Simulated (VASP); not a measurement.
## Re: single point with PBEsol

The system is Re.

```
Re
1.0
     0.00000    2.01485    2.01485
     2.01485    0.00000    2.01485
     2.01485    2.01485    0.00000
Re
1
Cartesian
  0.0000 0.0000 0.0000
```

This isn't the form of Re at room conditions, which is hcp.

| Quantity | Value |
| --- | --- |
| Program | VASP 6.6.1 |
| Task | single point |
| Functional | PBEsol |
| Potentials or basis | VASP PAW PBE potentials, release 64 (Re) |
| Cutoff | 520 eV |
| k mesh | 16 × 16 × 16 |
| Occupations | fermi-dirac, width 0.1 eV |
| Spin | no spin polarisation |
| Dipole correction | no |
| Further INCAR settings | ALGO = Normal; EDIFF = 1e-07; NBANDS = 10 |

```
Pressure               : -34.9 GPa
Band gap on the k mesh : zero (an odd number of electrons rules out a gap without spin polarisation)
```

Levels at points of the mesh, in eV from the Fermi level:
| k point | band 1 | band 2 | band 3 | band 4 | band 5 | band 6 | band 7 | band 8 |
| --- | --- | --- | --- | --- | --- | --- | --- | --- |
| (0.00, 0.00, 0.00) | -9.41 | -1.65 | -1.65 | -1.65 | 1.06 | 1.06 | 13.83 | 18.87 |
| (0.50, 0.00, 0.00) | -6.15 | -1.82 | -1.82 | 0.09 | 3.23 | 3.23 | 8.49 | 13.31 |
| (0.50, 0.50, 0.00) | -5.95 | -5.15 | 2.40 | 3.18 | 3.86 | 3.86 | 11.16 | 11.44 |

Wall time 42 s on 1 thread of Intel Xeon 8259CL (shared host), peak memory 0.16 GiB.

Caveat: the cell stands under tension; the PAW data sets were made with another functional, which shifts forces and pressure a little; spin-orbit coupling is left out, which moves the levels of the heavy elements.
